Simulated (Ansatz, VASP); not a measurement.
## Two plane-wave programs on TaN

Contents of INCAR:

```
SYSTEM = TaN
PREC     = Accurate       ! precision mode
ENCUT    = 520            ! plane-wave cutoff, eV
EDIFF    = 1E-7           ! SCF threshold, eV
ISMEAR   = 0              ! smearing method
SIGMA    = 0.05           ! smearing width, eV
LREAL    = .False.        ! projectors in reciprocal space
LASPH    = .True.         ! aspherical terms in the spheres
NELM     = 150            ! most SCF steps
ALGO     = Normal         ! electronic algorithm
ISIF     = 2              ! what is computed and relaxed
LWAVE    = .False.        ! write WAVECAR
LCHARG   = .True.         ! write CHGCAR
MAGMOM   = 0 0 0 0 0 0 0 0 0 0 0 0 ! initial moments
LORBIT   = 11             ! projections on sites
LSORBIT  = .True.         ! spin-orbit coupling
GGA_COMPAT= .False.      
LORBMOM  = .True.       
LMAXMIX  = 4              ! l up to which the mixer works
LDAU     = .True.         ! DFT+U
LDAUTYPE = 2            
LDAUL    = 2 -1           ! shell
LDAUU    = 5 0            ! U, eV
LDAUJ    = 0 0          
LDAUPRINT= 1            
GGA      = PS             ! functional
LVHAR    = .True.       
NBANDS   = 46             ! bands
```

KPOINTS

```
Automatic mesh
0
Gamma
  7 7 4
  0 0 0
```

The input POSCAR:

```
TaN
1.0
    2.9380011100      0.0000000000      0.0000000000
   -1.4690005500      2.5443836000      0.0000000000
    0.0000000000      0.0000000000      5.7660044200
Ta N
2 2
Direct
    0.3333333333      0.6666666667      0.2500000000
    0.3333333333      0.6666666667      0.7500000000
    0.0000000000      0.0000000000      0.0000000000
    0.0000000000      0.0000000000      0.5000000000
```

Input for Ansatz:

```yaml
crystal:
  lattice:
    - [2.93800111, 0.0, 0.0]
    - [-1.46900055, 2.5443836, 0.0]
    - [0.0, 0.0, 5.76600442]
  atoms:
    - { symbol: Ta, position: [0.3333333333, 0.6666666667, 0.25], spin: 0.3, spin_axis: [0.57735, 0.57735, 0.57735] }
    - { symbol: "N", position: [0.0, 0.0, 0.0] }
    - { symbol: Ta, position: [0.3333333333, 0.6666666667, 0.75], spin: 0.3, spin_axis: [-0.57735, -0.57735, -0.57735] }
    - { symbol: "N", position: [0.0, 0.0, 0.5] }
basis:
  ecutwfc: 420
  ecutrho_ratio: 4
kpoints:
  mp_grid: { grid: [7, 7, 4] }
hamiltonian:
  xc: pbesol
  hubbard:
    sites:
      - { site: 0, l: d, u_eff: 5.0, starting_ns: [{ occupation_matrix: s0 }] }
      - { site: 2, l: d, u_eff: 5.0, starting_ns: [{ occupation_matrix: s2 }] }
    occupation_matrices:
      s0:
        spinor_matrix:
          - [[0.02, 0.0], [0.0, 0.0], [0.0, 0.0], [0.0, 0.0], [0.0, 0.0], [0.0, 0.0], [0.0, 0.0], [0.0, 0.0], [0.0, 0.0], [0.0, 0.0]]
          - [[0.0, 0.0], [0.02, 0.0], [0.0, 0.0], [0.0, 0.0], [0.0, 0.0], [0.0, 0.0], [0.0, 0.0], [0.0, 0.0], [0.0, 0.0], [0.0, 0.0]]
          - [[0.0, 0.0], [0.0, 0.0], [0.02, 0.0], [0.0, 0.0], [0.0, 0.0], [0.0, 0.0], [0.0, 0.0], [0.0, 0.0], [0.0, 0.0], [0.0, 0.0]]
          - [[0.0, 0.0], [0.0, 0.0], [0.0, 0.0], [0.97, 0.0], [0.0, 0.0], [0.0, 0.0], [0.0, 0.0], [0.0, 0.0], [0.0, 0.0], [0.0, 0.0]]
          - [[0.0, 0.0], [0.0, 0.0], [0.0, 0.0], [0.0, 0.0], [0.02, 0.0], [0.0, 0.0], [0.0, 0.0], [0.0, 0.0], [0.0, 0.0], [0.0, 0.0]]
          - [[0.0, 0.0], [0.0, 0.0], [0.0, 0.0], [0.0, 0.0], [0.0, 0.0], [0.02, 0.0], [0.0, 0.0], [0.0, 0.0], [0.0, 0.0], [0.0, 0.0]]
          - [[0.0, 0.0], [0.0, 0.0], [0.0, 0.0], [0.0, 0.0], [0.0, 0.0], [0.0, 0.0], [0.02, 0.0], [0.0, 0.0], [0.0, 0.0], [0.0, 0.0]]
          - [[0.0, 0.0], [0.0, 0.0], [0.0, 0.0], [0.0, 0.0], [0.0, 0.0], [0.0, 0.0], [0.0, 0.0], [0.02, 0.0], [0.0, 0.0], [0.0, 0.0]]
          - [[0.0, 0.0], [0.0, 0.0], [0.0, 0.0], [0.0, 0.0], [0.0, 0.0], [0.0, 0.0], [0.0, 0.0], [0.0, 0.0], [0.97, 0.0], [0.0, 0.0]]
          - [[0.0, 0.0], [0.0, 0.0], [0.0, 0.0], [0.0, 0.0], [0.0, 0.0], [0.0, 0.0], [0.0, 0.0], [0.0, 0.0], [0.0, 0.0], [0.02, 0.0]]
      s2:
        spinor_matrix:
          - [[0.22076, 0.0], [0.0, 0.0], [0.0, 0.0], [0.0, 0.0], [0.0, 0.0], [-0.27424, 0.27424], [0.0, 0.0], [0.0, 0.0], [0.0, 0.0], [0.0, 0.0]]
          - [[0.0, 0.0], [0.76924, 0.0], [0.0, 0.0], [0.0, 0.0], [0.0, 0.0], [0.0, 0.0], [0.27424, -0.27424], [0.0, 0.0], [0.0, 0.0], [0.0, 0.0]]
          - [[0.0, 0.0], [0.0, 0.0], [0.02, 0.0], [0.0, 0.0], [0.0, 0.0], [0.0, 0.0], [0.0, 0.0], [0.0, 0.0], [0.0, 0.0], [0.0, 0.0]]
          - [[0.0, 0.0], [0.0, 0.0], [0.0, 0.0], [0.02, 0.0], [0.0, 0.0], [0.0, 0.0], [0.0, 0.0], [0.0, 0.0], [0.0, 0.0], [0.0, 0.0]]
          - [[0.0, 0.0], [0.0, 0.0], [0.0, 0.0], [0.0, 0.0], [0.02, 0.0], [0.0, 0.0], [0.0, 0.0], [0.0, 0.0], [0.0, 0.0], [0.0, 0.0]]
          - [[-0.27424, -0.27424], [0.0, 0.0], [0.0, 0.0], [0.0, 0.0], [0.0, 0.0], [0.76924, 0.0], [0.0, 0.0], [0.0, 0.0], [0.0, 0.0], [0.0, 0.0]]
          - [[0.0, 0.0], [0.27424, 0.27424], [0.0, 0.0], [0.0, 0.0], [0.0, 0.0], [0.0, 0.0], [0.22076, 0.0], [0.0, 0.0], [0.0, 0.0], [0.0, 0.0]]
          - [[0.0, 0.0], [0.0, 0.0], [0.0, 0.0], [0.0, 0.0], [0.0, 0.0], [0.0, 0.0], [0.0, 0.0], [0.02, 0.0], [0.0, 0.0], [0.0, 0.0]]
          - [[0.0, 0.0], [0.0, 0.0], [0.0, 0.0], [0.0, 0.0], [0.0, 0.0], [0.0, 0.0], [0.0, 0.0], [0.0, 0.0], [0.02, 0.0], [0.0, 0.0]]
          - [[0.0, 0.0], [0.0, 0.0], [0.0, 0.0], [0.0, 0.0], [0.0, 0.0], [0.0, 0.0], [0.0, 0.0], [0.0, 0.0], [0.0, 0.0], [0.02, 0.0]]
    ns_hold: { iters: 12 }
scf:
  occupations: { method: gaussian, width: 0.05 }
  lower_state_search: "off"
  max_iter: 150
output:
  forces: true
  stress: true
  eigenvalues: true
  populations: true
  hubbard: { sites: [{ site: 0, l: d }, { site: 2, l: d }] }
magnetization:
  noncollinear: true
  spin_orbit: true
```

Alike in both runs: task single point; functional PBEsol; k mesh 7 × 7 × 4; occupations gaussian, width 0.05 eV; non-collinear spin, spin-orbit coupling; Hubbard terms Ta d U = 5.0 eV.

```csv
,VASP,Ansatz
version,VASP 6.6.1,Ansatz 0.2.0
potentials or method,"VASP PAW PBE potentials, release 64 (Ta_pv, N), cutoff 520 eV","plane waves, PAW"
valence electrons in the cell,32,36
```

```tsv
	VASP	Ansatz	Ansatz less VASP
pressure (GPa)	12.8	-0.1	-12.90
```

VASP's potentials were made for PBE, not for PBEsol. The programs project onto different local orbitals, so the same U acts differently, and such runs can settle in different states. VASP's potentials hold 32 valence electrons a cell and Ansatz's 36, so a difference there can come from the potentials and not from the codes. Ansatz's warnings: seeded moment not kept, specified occupation not kept, stress scf threshold loose, symmetry narrowed by occupation matrices.
